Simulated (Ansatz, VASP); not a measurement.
**Re in VASP and in Ansatz**

Contents of INCAR:

```
PREC     = Accurate       # precision mode
ENCUT    = 520            # plane-wave cutoff, eV
EDIFF    = 1E-7           # SCF threshold, eV
ISMEAR   = 0              # smearing method
SIGMA    = 0.1            # smearing width, eV
LREAL    = F              # projectors in reciprocal space
LASPH    = T              # aspherical terms in the spheres
NELM     = 80             # most SCF steps
ALGO     = Fast           # electronic algorithm
ISIF     = 2              # what is computed and relaxed
LWAVE    = F              # write WAVECAR
LCHARG   = T              # write CHGCAR
LDIPOL   = T            
IDIPOL   = 3            
DIPOL    = 0.5 0.5 0.500
GGA      = PE             # functional
LELF     = T              # ELF
LVHAR    = T            
LVACPOTAV= T            
NBANDS   = 34             # bands
```

Contents of KPOINTS:

```
Automatic mesh
0
Gamma
  15 15 1
```

The input POSCAR:

```
Re
1.0
    2.7748915462      0.0000000000      0.0000000000
   -1.3874457731      2.4031265718      0.0000000000
    0.0000000000      0.0000000000     28.4523938797
Re
7
Direct
    0.3333333333      0.6666666667      0.2635982066
    0.6666666667      0.3333333333      0.3423988044
    0.3333333333      0.6666666667      0.4211994022
    0.6666666667      0.3333333333      0.5000000000
    0.3333333333      0.6666666667      0.5788005978
    0.6666666667      0.3333333333      0.6576011956
    0.3333333333      0.6666666667      0.7364017934
```

Input for Ansatz:

```yaml
crystal:
  lattice:
    - [2.7748915462, 0.0, 0.0]
    - [-1.3874457731, 2.4031265718, 0.0]
    - [0.0, 0.0, 28.4523938797]
  atoms:
    - { symbol: Re, position: [0.3333333333, 0.6666666667, 0.2635982066] }
    - { symbol: Re, position: [0.6666666667, 0.3333333333, 0.3423988044] }
    - { symbol: Re, position: [0.3333333333, 0.6666666667, 0.4211994022] }
    - { symbol: Re, position: [0.6666666667, 0.3333333333, 0.5] }
    - { symbol: Re, position: [0.3333333333, 0.6666666667, 0.5788005978] }
    - { symbol: Re, position: [0.6666666667, 0.3333333333, 0.6576011956] }
    - { symbol: Re, position: [0.3333333333, 0.6666666667, 0.7364017934] }
basis:
  ecutwfc: 420
kpoints:
  mp_grid: { grid: [15, 15, 1] }
hamiltonian:
  xc: pbe
scf:
  occupations: { method: gaussian, width: 0.1 }
output:
  forces: true
  eigenvalues: true
  write_density: true
  write_potential: true
  elf: true
  volumetric_format: npy
efield:
  axis: 3
  dipole_correction: true
  ramp_width: 0.04
```

Alike in both runs: task single point; functional PBE; k mesh 15 × 15 × 1; occupations gaussian, width 0.1 eV; no spin polarisation.

|  | VASP | Ansatz |
| --- | --- | --- |
| version | VASP 6.6.1 | Ansatz 0.2.0 |
| potentials or method | VASP PAW PBE potentials, release 64 (Re), cutoff 520 eV | scalar-relativistic, plane waves, PAW |
| valence electrons in the cell | 49 | 105 |

```tsv
	VASP	Ansatz	Ansatz less VASP
gap on the k mesh at the Fermi level (eV)	none	none	-
rms of the force components (eV/Å)	0.538	0.522	-0.0164
work function, face that differs most (eV)	5.04	5.04	-0.002
```

Atom by atom the forces differ by 0.017 eV/Å (rms over components). A gap of «none» marks a metal or a gap that the smearing closes. VASP's potentials hold 49 valence electrons a cell and Ansatz's 105, so a difference there can come from the potentials and not from the codes. Ansatz's warnings: xc potential rough in thin density.

Spin-orbit coupling is off throughout.
